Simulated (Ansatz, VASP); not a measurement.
One calculation of BaF2, two programs

File INCAR:

```
SYSTEM = BaF2
PREC = Accurate
ENCUT = 1350
EDIFF = 1E-6
ISMEAR = 0
SIGMA = 0.05
LREAL = .FALSE.
LASPH = .TRUE.
NELM = 120
ALGO = Normal
ISIF = 2
LWAVE = .FALSE.
LCHARG = .FALSE.
GGA = PS
NBANDS = 19
GGA_COMPAT = .FALSE.
```

KPOINTS

```
regular mesh
0
G
  6 6 6
  0 0 0
```

Contents of POSCAR:

```
BaF2
1.0
    0.0000000000      3.0689008577      3.0689008577
    3.0689008577      0.0000000000      3.0689008577
    3.0689008577      3.0689008577      0.0000000000
Ba F
1 2
Direct
    0.0000000000      0.0000000000      0.0000000000
    0.2500000000      0.2500000000      0.2500000000
    0.7500000000      0.7500000000      0.7500000000
```

Input for Ansatz:

```yaml
crystal:
  lattice:
    - [0.0, 3.0689008577, 3.0689008577]
    - [3.0689008577, 0.0, 3.0689008577]
    - [3.0689008577, 3.0689008577, 0.0]
  atoms:
    - { symbol: Ba, position: [0.0, 0.0, 0.0] }
    - { symbol: F, position: [0.25, 0.25, 0.25] }
    - { symbol: F, position: [0.75, 0.75, 0.75] }
basis:
  ecutwfc: 420
kpoints:
  mp_grid: { grid: [6, 6, 6] }
hamiltonian:
  xc: pbesol
scf:
  occupations: { method: gaussian, width: 0.05 }
output:
  forces: true
  stress: true
  eigenvalues: true
  write_density: true
  write_potential: true
  elf: true
  volumetric_format: npy
```

Alike in both runs: task single point; functional PBEsol; k mesh 6 × 6 × 6; occupations gaussian, width 0.05 eV; no spin polarisation.

|  | VASP | Ansatz |
| --- | --- | --- |
| version | VASP 6.6.1 | Ansatz 0.2.0 |
| potentials or method | VASP PAW PBE potentials, release 64 (Ba_sv, F_h), cutoff 1350 eV | scalar-relativistic, plane waves, PAW |
| valence electrons in the cell | 24 | 24 |

VASP gave:

- gap on the k mesh at the Fermi level (eV): 6.77
- least direct gap on the mesh (eV): 6.85
- pressure (GPa): 1.2

Question: What did Ansatz give for the same quantities?

Answer: gap on the k mesh at the Fermi level (eV): 6.86; least direct gap on the mesh (eV): 6.95; pressure (GPa): 0.0.

VASP's potentials were made for PBE, not for PBEsol.

Neither program's run includes spin-orbit coupling.
